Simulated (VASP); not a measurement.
# Mo (Im-3m) in VASP: a series of runs, part 2 of 2

VASP 6.6.1. The steps go on from the part before.

### 3 Single point, PBEsol (volume scaled by 1.04)

INCAR reads:

```
SYSTEM = Mo
PREC = Accurate
ENCUT = 520
EDIFF = 1E-6
ISMEAR = -1
SIGMA = 0.1
LREAL = .False.
LASPH = .True.
NELM = 60
ALGO = Normal
ISIF = 2
LWAVE = .False.
LCHARG = .True.
GGA = PS
LELF = .True.
LVHAR = .True.
NBANDS = 13
```

KPOINTS reads:

```
regular mesh
0
Gamma
  23 23 23
  0 0 0
```

POSCAR reads:

```
Mo
1.0
   -1.5864004248      1.5864004248      1.5864004248
    1.5864004248     -1.5864004248      1.5864004248
    1.5864004248      1.5864004248     -1.5864004248
Mo
1
Direct
    0.0000000000      0.0000000000      0.0000000000
```

Potentials or basis: VASP PAW PBE potentials, release 64 (Mo_sv).

Started as:

```bash
$ cat potpaw_PBE.64/Mo_sv/POTCAR > POTCAR
$ mpirun -np 1 vasp_std > vasp.out
```

OUTCAR:

```text
SYSTEM = Mo
   PREC = Accurate
   ENCUT = 520
   EDIFF = 1E-6
   ISMEAR = -1
   LREAL = .False.
   LASPH = .True.
   NELM = 60
   ISIF = 2
   GGA = PS

 ion  position               nearest neighbor table
   1  0.000  0.000  0.000-

  LATTYP: Found a body centered cubic cell.
 ALAT       =     3.1728008496

  Lattice vectors:

 A1 = (  -1.5864004248,   1.5864004248,   1.5864004248)
 A2 = (   1.5864004248,  -1.5864004248,   1.5864004248)
 A3 = (   1.5864004248,   1.5864004248,  -1.5864004248)

Analysis of symmetry for initial positions (statically):
=====================================================================
 Subroutine PRICEL returns:
 Original cell was already a primitive cell.

 Routine SETGRP: Setting up the symmetry group for a
 body centered cubic supercell.

 Subroutine GETGRP returns: Found 48 space group operations
 (whereof 48 operations were pure point group operations)
 out of a pool of 48 trial point group operations.

The static configuration has the point symmetry O_h .

Analysis of symmetry for dynamics (positions and initial velocities):
=====================================================================
[... 160 lines left out ...]
 Fermi energy:        12.1107414961

 k-point     1 :       0.0000    0.0000    0.0000
  band No.  band energies     occupation
      1     -49.0698      2.00000
      2     -22.4046      2.00000
      3     -22.4046      2.00000
      4     -22.4046      2.00000
      5       4.9105      2.00000
      6      10.7973      2.00000
      7      10.7973      2.00000
      8      10.7973      2.00000
      9      13.7317      0.00000
     10      13.7317      0.00000
     11      26.8991      0.00000
     12      26.8991      0.00000
     13      26.8991      0.00000
[... 354 lines left out ...]
  band No.  band energies     occupation
      1     -49.0198      2.00000
      2     -22.6936      2.00000
      3     -22.4715      2.00000
      4     -22.4302      2.00000
      5       5.8296      2.00000
      6      10.3947      2.00000
      7      10.5105      2.00000
      8      11.7596      1.94202
      9      13.1384      0.00007
     10      13.8308      0.00000
     11      27.5614      0.00000
     12      28.1982      0.00000
     13      28.3710      0.00000

 [... further k-points ...]
[... 5 lines left out ...]
  --------------------------------------------------------------------------------------
  -------------------------------------------------------------------------------------
  Total       -1.0011854     -1.0011854     -1.0011854      0.0000000      0.0000000      0.0000000
  in kB     -100.4446112   -100.4446112   -100.4446112      0.0000000      0.0000000      0.0000000
  external PRESSURE =    -100.4446112 kB  Pullay stress =       0.0000000 kB

 VOLUME and BASIS-vectors are now :
 -----------------------------------------------------------------------------
  energy-cutoff  :      520.00
  volume of cell :       15.97
      direct lattice vectors                 reciprocal lattice vectors
    -1.586400425  1.586400425  1.586400425     0.000000000  0.315178937  0.315178937
     1.586400425 -1.586400425  1.586400425     0.315178937  0.000000000  0.315178937
     1.586400425  1.586400425 -1.586400425     0.315178937  0.315178937  0.000000000

 POSITION                                       TOTAL-FORCE (eV/Angst)
 -----------------------------------------------------------------------------------
      0.00000      0.00000      0.00000         0.000000     -0.000000      0.000000
 -----------------------------------------------------------------------------------
    total drift:                                0.000000     -0.000000      0.000000

  FREE ENERGIE OF THE ION-ELECTRON SYSTEM (eV)
  ---------------------------------------------------
  free  energy   TOTEN  =       -11.7700912795 eV

  energy  without entropy=      -11.7505317702  energy(sigma->0) =      -11.76031152
```

OSZICAR:

```text
N       E                     dE             d eps       ncg     rms          rms(c)
DAV:   1     0.926755124017E+02    0.92676E+02   -0.80441E+03  9565   0.110E+03
DAV:   2    -0.113607972930E+02   -0.10404E+03   -0.99927E+02 10974   0.311E+02
DAV:   3    -0.125610787292E+02   -0.12003E+01   -0.11972E+01 10569   0.333E+01
DAV:   4    -0.125637307108E+02   -0.26520E-02   -0.26520E-02 10669   0.192E+00
DAV:   5    -0.125637477831E+02   -0.17072E-04   -0.17072E-04 10629   0.137E-01    0.152E+01
DAV:   6    -0.118704322795E+02    0.69332E+00   -0.84610E-01  9719   0.111E+01    0.381E+00
DAV:   7    -0.117760767379E+02    0.94356E-01   -0.15144E-01 10504   0.445E+00    0.104E+00
DAV:   8    -0.117700934173E+02    0.59833E-02   -0.42687E-03  9849   0.833E-01    0.215E-01
DAV:   9    -0.117700826193E+02    0.10798E-04   -0.11083E-04 11069   0.128E-01    0.843E-02
DAV:  10    -0.117700912554E+02   -0.86361E-05   -0.90136E-06  9849   0.342E-02    0.644E-03
DAV:  11    -0.117700912795E+02   -0.24079E-07   -0.19583E-07  5472   0.482E-03
   1 F= -.11770091E+02 E0= -.11760312E+02  d E =-.195595E-01
```

Run time: 42 s. Hardware: 1 thread of Intel Xeon Platinum 8488C (Sapphire Rapids), shared host; peak memory 0.18 GiB.

What came out:

- Free energy: -11.7701 eV
- Pressure: -10.0 GPa
- Band gap on the k mesh: zero (band 7 reaches 15.89 eV, above the bottom of band 8 at 10.80 eV)

Levels at points of the mesh, in eV from the Fermi level:
```
           k point  band 3  band 4  band 5  band 6  band 7  band 8  band 9  band 10  band 11  band 12
(0.00, 0.00, 0.00)  -34.52  -34.52   -7.20   -1.31   -1.31   -1.31    1.62     1.62    14.79    14.79
```

Caveat: the PAW data sets were made with another functional, which shifts forces and pressure a little.

### 4 Single point, PBEsol (volume scaled by 1.08)

INCAR reads:

```
SYSTEM = Mo
PREC = Accurate
ENCUT = 520
EDIFF = 1E-6
ISMEAR = -1
SIGMA = 0.1
LREAL = .FALSE.
LASPH = .TRUE.
NELM = 100
ALGO = Normal
ISIF = 2
LWAVE = .FALSE.
LCHARG = .FALSE.
GGA = PS
NBANDS = 13
```

KPOINTS reads:

```
regular mesh
0
G
  23 23 23
  0 0 0
```

POSCAR reads:

```
Mo
1.0
   -1.6064835749      1.6064835749      1.6064835749
    1.6064835749     -1.6064835749      1.6064835749
    1.6064835749      1.6064835749     -1.6064835749
Mo
1
Direct
    0.0000000000      0.0000000000      0.0000000000
```

Potentials or basis: VASP PAW PBE potentials, release 64 (Mo_sv).

Started as:

```bash
$ cat potpaw_PBE.64/Mo_sv/POTCAR > POTCAR
$ mpirun -np 1 vasp_std > vasp.out
```

OUTCAR:

```text
SYSTEM = Mo
   PREC = Accurate
   ENCUT = 520
   EDIFF = 1E-6
   ISMEAR = -1
   LREAL = .FALSE.
   LASPH = .TRUE.
   NELM = 100
   ISIF = 2
   GGA = PS

 ion  position               nearest neighbor table
   1  0.000  0.000  0.000-

  LATTYP: Found a body centered cubic cell.
 ALAT       =     3.2129671498

  Lattice vectors:

 A1 = (  -1.6064835749,   1.6064835749,   1.6064835749)
 A2 = (   1.6064835749,  -1.6064835749,   1.6064835749)
 A3 = (   1.6064835749,   1.6064835749,  -1.6064835749)

Analysis of symmetry for initial positions (statically):
=====================================================================
 Subroutine PRICEL returns:
 Original cell was already a primitive cell.

 Routine SETGRP: Setting up the symmetry group for a
 body centered cubic supercell.

 Subroutine GETGRP returns: Found 48 space group operations
 (whereof 48 operations were pure point group operations)
 out of a pool of 48 trial point group operations.

The static configuration has the point symmetry O_h .

Analysis of symmetry for dynamics (positions and initial velocities):
=====================================================================
[... 161 lines left out ...]
 Fermi energy:        11.5199762135

 k-point     1 :       0.0000    0.0000    0.0000
  band No.  band energies     occupation
      1     -49.6597      2.00000
      2     -23.0710      2.00000
      3     -23.0710      2.00000
      4     -23.0710      2.00000
      5       4.4568      2.00000
      6      10.2784      1.99999
      7      10.2784      1.99999
      8      10.2784      1.99999
      9      13.0759      0.00000
     10      13.0759      0.00000
     11      26.2488      0.00000
     12      26.2488      0.00000
     13      26.2488      0.00000
[... 354 lines left out ...]
  band No.  band energies     occupation
      1     -49.6168      2.00000
      2     -23.3261      2.00000
      3     -23.1303      2.00000
      4     -23.0934      2.00000
      5       5.3419      2.00000
      6       9.8989      2.00000
      7      10.0094      2.00000
      8      11.1910      1.92813
      9      12.5226      0.00009
     10      13.1688      0.00000
     11      26.8573      0.00000
     12      27.4371      0.00000
     13      27.5933      0.00000

 [... further k-points ...]
[... 5 lines left out ...]
  --------------------------------------------------------------------------------------
  -------------------------------------------------------------------------------------
  Total       -1.8897940     -1.8897940     -1.8897940      0.0000000      0.0000000      0.0000000
  in kB     -182.5728501   -182.5728501   -182.5728501      0.0000000      0.0000000      0.0000000
  external PRESSURE =    -182.5728501 kB  Pullay stress =       0.0000000 kB

 VOLUME and BASIS-vectors are now :
 -----------------------------------------------------------------------------
  energy-cutoff  :      520.00
  volume of cell :       16.58
      direct lattice vectors                 reciprocal lattice vectors
    -1.606483575  1.606483575  1.606483575     0.000000000  0.311238788  0.311238788
     1.606483575 -1.606483575  1.606483575     0.311238788  0.000000000  0.311238788
     1.606483575  1.606483575 -1.606483575     0.311238788  0.311238788  0.000000000

 POSITION                                       TOTAL-FORCE (eV/Angst)
 -----------------------------------------------------------------------------------
      0.00000      0.00000      0.00000         0.000000     -0.000000      0.000000
 -----------------------------------------------------------------------------------
    total drift:                                0.000000      0.000000      0.000000

  FREE ENERGIE OF THE ION-ELECTRON SYSTEM (eV)
  ---------------------------------------------------
  free  energy   TOTEN  =       -11.7155453988 eV

  energy  without entropy=      -11.6953575752  energy(sigma->0) =      -11.70545149
```

OSZICAR:

```text
N       E                     dE             d eps       ncg     rms          rms(c)
DAV:   1     0.922110649088E+02    0.92211E+02   -0.80062E+03  9519   0.110E+03
DAV:   2    -0.113486200825E+02   -0.10356E+03   -0.99707E+02 10909   0.309E+02
DAV:   3    -0.125457483580E+02   -0.11971E+01   -0.11942E+01 10634   0.332E+01
DAV:   4    -0.125484655313E+02   -0.27172E-02   -0.27171E-02 10524   0.193E+00
DAV:   5    -0.125484837801E+02   -0.18249E-04   -0.18248E-04 10759   0.140E-01    0.139E+01
DAV:   6    -0.118146828648E+02    0.73380E+00   -0.91853E-01  9709   0.115E+01    0.325E+00
DAV:   7    -0.117215818095E+02    0.93101E-01   -0.14943E-01 10524   0.434E+00    0.112E+00
DAV:   8    -0.117155589539E+02    0.60229E-02   -0.45145E-03  9829   0.854E-01    0.227E-01
DAV:   9    -0.117155361666E+02    0.22787E-04   -0.13207E-04 11074   0.139E-01    0.818E-02
DAV:  10    -0.117155454414E+02   -0.92748E-05   -0.94833E-06  9799   0.343E-02    0.669E-03
DAV:  11    -0.117155453988E+02    0.42622E-07   -0.28494E-07  5617   0.579E-03
   1 F= -.11715545E+02 E0= -.11705451E+02  d E =-.201878E-01
```

Run time: 43 s. Hardware: 1 thread of Intel Xeon Platinum 8488C (Sapphire Rapids), shared host; peak memory 0.2 GiB.

Results:

```yaml
Free_energy: -11.7155 eV
Pressure: -18.3 GPa
Band_gap_on_the_k_mesh: zero (band 7 reaches 15.10 eV, above the bottom of band 8 at 10.28 eV)
```

Levels at points of the mesh, in eV from the Fermi level:
| k point | band 5 | band 6 | band 7 | band 8 | band 9 | band 10 |
| --- | --- | --- | --- | --- | --- | --- |
| (0.00, 0.00, 0.00) | -7.06 | -1.24 | -1.24 | -1.24 | 1.56 | 1.56 |

Caveat: the PAW data sets were made with another functional, which shifts forces and pressure a little.

### 5 Single point, PBEsol (volume scaled by 1.12)

INCAR reads:

```
PREC     = Accurate       # precision mode
ENCUT    = 520            # plane-wave cutoff, eV
EDIFF    = 1E-7           # SCF threshold, eV
ISMEAR   = -1             # smearing method
SIGMA    = 0.1            # smearing width, eV
LREAL    = False          # projectors in reciprocal space
LASPH    = True           # aspherical terms in the spheres
NELM     = 80             # most SCF steps
ALGO     = Normal         # electronic algorithm
ISIF     = 2              # what is computed and relaxed
LWAVE    = False          # write WAVECAR
LCHARG   = False          # write CHGCAR
GGA      = PS             # functional
NBANDS   = 13             # bands
```

KPOINTS reads:

```
Automatic mesh
0
Gamma
  23 23 23
```

POSCAR reads:

```
Mo
1.0
   -1.6260767690      1.6260767690      1.6260767690
    1.6260767690     -1.6260767690      1.6260767690
    1.6260767690      1.6260767690     -1.6260767690
Mo
1
Direct
    0.0000000000      0.0000000000      0.0000000000
```

Potentials or basis: VASP PAW PBE potentials, release 64 (Mo_sv).

Started as:

```bash
$ cat potpaw_PBE.64/Mo_sv/POTCAR > POTCAR
$ mpirun -np 1 vasp_std > vasp.out
```

OUTCAR:

```text
PREC = Accurate
   ENCUT = 520
   EDIFF = 1E-7
   ISMEAR = -1
   LREAL = False
   LASPH = True
   NELM = 80
   ISIF = 2
   GGA = PS

 ion  position               nearest neighbor table
   1  0.000  0.000  0.000-

  LATTYP: Found a body centered cubic cell.
 ALAT       =     3.2521535380

  Lattice vectors:

 A1 = (  -1.6260767690,   1.6260767690,   1.6260767690)
 A2 = (   1.6260767690,  -1.6260767690,   1.6260767690)
 A3 = (   1.6260767690,   1.6260767690,  -1.6260767690)

Analysis of symmetry for initial positions (statically):
=====================================================================
 Subroutine PRICEL returns:
 Original cell was already a primitive cell.

 Routine SETGRP: Setting up the symmetry group for a
 body centered cubic supercell.

 Subroutine GETGRP returns: Found 48 space group operations
 (whereof 48 operations were pure point group operations)
 out of a pool of 48 trial point group operations.

The static configuration has the point symmetry O_h .

Analysis of symmetry for dynamics (positions and initial velocities):
[... 157 lines left out ...]
 E-fermi :  10.9688     XC(G=0): -12.9972

 val. band max:       10.9594425585   @ k =  -0.3043   0.3478   0.2174
 cond. band min:      10.9745312877   @ k =  -0.3043   0.3478   0.1739
 fundamental gap:      0.0150887292
 Fermi energy:        10.9687796625

 k-point     1 :       0.0000    0.0000    0.0000
  band No.  band energies     occupation
      1     -50.2156      2.00000
      2     -23.6919      2.00000
      3     -23.6919      2.00000
      4     -23.6919      2.00000
      5       4.0431      2.00000
      6       9.7917      1.99998
      7       9.7917      1.99998
      8       9.7917      1.99998
      9      12.4617      0.00000
     10      12.4617      0.00000
     11      25.6336      0.00000
     12      25.6336      0.00000
     13      25.6336      0.00000
[... 354 lines left out ...]
  band No.  band energies     occupation
      1     -50.1787      2.00000
      2     -23.9179      2.00000
      3     -23.7447      2.00000
      4     -23.7117      2.00000
      5       4.8970      2.00000
      6       9.4334      2.00000
      7       9.5391      2.00000
      8      10.6588      1.91374
      9      11.9446      0.00012
     10      12.5489      0.00000
     11      26.1864      0.00000
     12      26.7180      0.00000
     13      26.8655      0.00000

 [... further k-points ...]
[... 5 lines left out ...]
  --------------------------------------------------------------------------------------
  -------------------------------------------------------------------------------------
  Total       -2.6722045     -2.6722045     -2.6722045      0.0000000      0.0000000     -0.0000000
  in kB     -248.9414082   -248.9414082   -248.9414082      0.0000000      0.0000000     -0.0000000
  external PRESSURE =    -248.9414082 kB  Pullay stress =       0.0000000 kB

 VOLUME and BASIS-vectors are now :
 -----------------------------------------------------------------------------
  energy-cutoff  :      520.00
  volume of cell :       17.20
      direct lattice vectors                 reciprocal lattice vectors
    -1.626076769  1.626076769  1.626076769     0.000000000  0.307488557  0.307488557
     1.626076769 -1.626076769  1.626076769     0.307488557  0.000000000  0.307488557
     1.626076769  1.626076769 -1.626076769     0.307488557  0.307488557  0.000000000

 POSITION                                       TOTAL-FORCE (eV/Angst)
 -----------------------------------------------------------------------------------
      0.00000      0.00000      0.00000        -0.000000      0.000000     -0.000000
 -----------------------------------------------------------------------------------
    total drift:                                0.000000      0.000000      0.000000

  FREE ENERGIE OF THE ION-ELECTRON SYSTEM (eV)
  ---------------------------------------------------
  free  energy   TOTEN  =       -11.6326346498 eV

  energy  without entropy=      -11.6116516783  energy(sigma->0) =      -11.62214316
```

OSZICAR:

```text
N       E                     dE             d eps       ncg     rms          rms(c)
DAV:   1     0.908917560436E+02    0.90892E+02   -0.79893E+03  9517   0.109E+03
DAV:   2    -0.113400731099E+02   -0.10223E+03   -0.98493E+02 10894   0.307E+02
DAV:   3    -0.124998712521E+02   -0.11598E+01   -0.11565E+01 10639   0.327E+01
DAV:   4    -0.125026085329E+02   -0.27373E-02   -0.27372E-02 10529   0.193E+00
DAV:   5    -0.125026276295E+02   -0.19097E-04   -0.19097E-04 10769   0.143E-01    0.129E+01
DAV:   6    -0.117302104487E+02    0.77242E+00   -0.99055E-01  9679   0.118E+01    0.282E+00
DAV:   7    -0.116386735601E+02    0.91537E-01   -0.14710E-01 10589   0.423E+00    0.119E+00
DAV:   8    -0.116326622990E+02    0.60113E-02   -0.48075E-03  9769   0.879E-01    0.237E-01
DAV:   9    -0.116326248613E+02    0.37438E-04   -0.15826E-04 11029   0.152E-01    0.788E-02
DAV:  10    -0.116326347448E+02   -0.98835E-05   -0.10289E-05  9759   0.351E-02    0.658E-03
DAV:  11    -0.116326346498E+02    0.95040E-07   -0.36816E-07 10824   0.642E-03
   1 F= -.11632635E+02 E0= -.11622143E+02  d E =-.209830E-01
```

stdout:

```text
POSCAR found type information on POSCAR Mo
 POSCAR found :  1 types and       1 ions
 scaLAPACK will be used
 -----------------------------------------------------------------------------
|                                                                             |
|                                                                             |
|     You enforced a specific xc type in the INCAR file but a different       |
|     I HOPE YOU KNOW WHAT YOU ARE DOING!                                     |
|                                                                             |
 -----------------------------------------------------------------------------

 LDA part: xc-table for (Slater+PW92), standard interpolation
 POSCAR, INCAR and KPOINTS ok, starting setup
 FFT: planning ... GRIDC
 FFT: planning ... GRID_SOFT
 FFT: planning ... GRID
 WAVECAR not read
 entering main loop
```

Wall time 44 s (1 thread of Intel Xeon Platinum 8488C (Sapphire Rapids), shared host); peak memory 0.19 GiB.

What came out:

```
Free energy            : -11.6326 eV
Pressure               : -24.9 GPa
Band gap on the k mesh : zero (band 7 reaches 14.37 eV, above the bottom of band 8 at 9.79 eV)
```

Levels at points of the mesh, in eV from the Fermi level:
| k point | band 3 | band 4 | band 5 | band 6 | band 7 | band 8 | band 9 | band 10 | band 11 | band 12 |
| --- | --- | --- | --- | --- | --- | --- | --- | --- | --- | --- |
| (0.00, 0.00, 0.00) | -34.66 | -34.66 | -6.93 | -1.18 | -1.18 | -1.18 | 1.49 | 1.49 | 14.66 | 14.66 |

Caveat: the PAW data sets were made with another functional, which shifts forces and pressure a little.

### 6 Overview

| cell | gap on the mesh (eV) | pressure (GPa) |
| --- | --- | --- |
| a = 2.712 Å, angles 109.5°, 1 atom | none | 0.1 |
| a = 2.748 Å, angles 109.5°, 1 atom | none | -10.0 |
| a = 2.783 Å, angles 109.5°, 1 atom | none | -18.3 |
| a = 2.816 Å, angles 109.5°, 1 atom | none | -24.9 |

Alike in all rows: task single point; level PBEsol; potentials or basis VASP PAW PBE potentials, release 64 (Mo_sv); no spin polarisation; k mesh 23 × 23 × 23; cutoff (eV) 520; smearing fermi-dirac 0.1 eV.

Caveats: the PAW data sets were made with another functional, which shifts forces and pressure a little.

Absolute energies hang on the potentials; compare differences alone.
